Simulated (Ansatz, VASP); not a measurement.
**Nb: VASP beside Ansatz**

```xyz
1
Lattice="-1.6766 1.6766 1.6390 1.6766 -1.6766 1.6390 1.6766 1.6766 -1.6390" Properties=species:S:1:pos:R:3 pbc="T T T"
Nb    0.0000    0.0000    0.0000
```

Change from the starting cell: z stretched by -1.5 % at fixed volume, PAW files.

Alike in both runs: task electric field gradients; functional PBE; k mesh 15 × 15 × 15; occupations fermi-dirac, width 0.03 eV; no spin polarisation.

|  | VASP | Ansatz |
| --- | --- | --- |
| version | VASP 6.6.1 | Ansatz 0.2.0 |
| potentials or method | VASP PAW PBE potentials, release 64 (Nb_sv) | PAW with Ansatz's default frozen-core files, scalar-relativistic |
| plane-wave cutoff (eV) | 520 | 420 |
| valence electrons in the cell | 13 | 13 |

```tsv
	VASP	Ansatz	Ansatz less VASP
pressure (GPa)	-2.8	-2.4	+0.32
traceless stress, the component that is largest in VASP (GPa)	1.56	1.56	+0.005
size of Vzz on the site where it differs most (V/Å²)	3.1	2.9	-0.22
```
